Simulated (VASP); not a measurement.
C: single point with PBEsol

The system is C.

```
CELL_PARAMETERS angstrom
1.77690 1.77690 0.00000
-1.77690 1.77690 0.00000
0.00000 1.77690 1.77690
ATOMIC_POSITIONS crystal
C 0.50000 0.50000 0.00000
C 0.75000 0.25000 0.50000
```

| Property | Result |
| --- | --- |
| Program | VASP 6.6.1 |
| Task | single point |
| Functional | PBEsol |
| Potentials or basis | VASP PAW PBE potentials, release 64 (C) |
| Cutoff | 600 eV |
| k mesh | 12 × 12 × 12 |
| Occupations | gaussian, width 0.01 eV |
| Spin | no spin polarisation |

```json
{
 "Pressure": "0.4 GPa",
 "Band gap on the k mesh": "4.06 eV, indirect (least direct gap 5.57 eV)"
}
```

Levels at points of the mesh, in eV from the valence-band top:
```csv
k point,band 2,band 3,band 4,band 5,band 6,band 7
"(0.00, 0.00, 0.00)",0.00,0.00,0.00,5.57,5.57,5.57
"(0.50, 0.00, 0.00)",-13.59,-2.84,-2.84,8.43,8.43,8.99
"(0.50, 0.50, 0.00)",-12.85,-6.40,-6.40,4.62,4.62,16.95
```

It took 12 s on 1 thread of Intel(R) Xeon(R) Platinum 8259CL CPU @ 2.50GHz (Skylake/Cascade Lake), on a shared host, peak memory 0.12 GiB.

Caveat: the PAW data sets were made with another functional, which shifts forces and pressure a little. A k mesh can miss the band edges.
